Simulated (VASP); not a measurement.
Wanted: the native input for a VASP 6.6.1 run.

| Property | Result |
| --- | --- |
| Task | single point |
| Functional | LDA |
| Potentials or basis | VASP PAW LDA potentials, release 64 (Ti_sv) |
| Cutoff | 520 eV |
| k mesh | 17 × 17 × 17 |
| Occupations | fermi-dirac, width 0.05 eV |
| Spin | no spin polarisation |
| Dipole correction | no |
| Further INCAR settings | ALGO = Normal; EDIFF = 1e-06; NBANDS = 12 |

The structure of Ti lies in POSCAR:

```
Ti
1.0
    0.0000000000      1.9256460978      1.9256460978
    1.9256460978      0.0000000000      1.9256460978
    1.9256460978      1.9256460978      0.0000000000
Ti
1
Direct
    0.0000000000      0.0000000000      0.0000000000
```

These files were run (other wordings do the same):

INCAR

```
ALGO = Normal ; EDIFF = 1E-6
ENCUT = 520 ; GGA = CA
ISIF = 2 ; ISMEAR = -1
LASPH = T ; LCHARG = F
LREAL = F ; LWAVE = F
NBANDS = 12 ; NELM = 60
PREC = Accurate ; SIGMA = 0.05
```

KPOINTS

```
k-points
0
Gamma
  17 17 17
```

Potentials or basis: VASP PAW LDA potentials, release 64 (Ti_sv).

Command:

```bash
$ cat potpaw_LDA.64/Ti_sv/POTCAR > POTCAR
$ mpirun -np 1 vasp_std > vasp.out
```

Results of the run:

```yaml
Pressure: 16.7 GPa
Band_gap_on_the_k_mesh: zero (band 6 reaches 11.17 eV, above the bottom of band 7 at 9.70 eV)
```

Wall time 9.6 s on 1 thread of Intel(R) Xeon(R) 6975P-C (Granite Rapids) (shared host), peak memory 0.13 GiB.
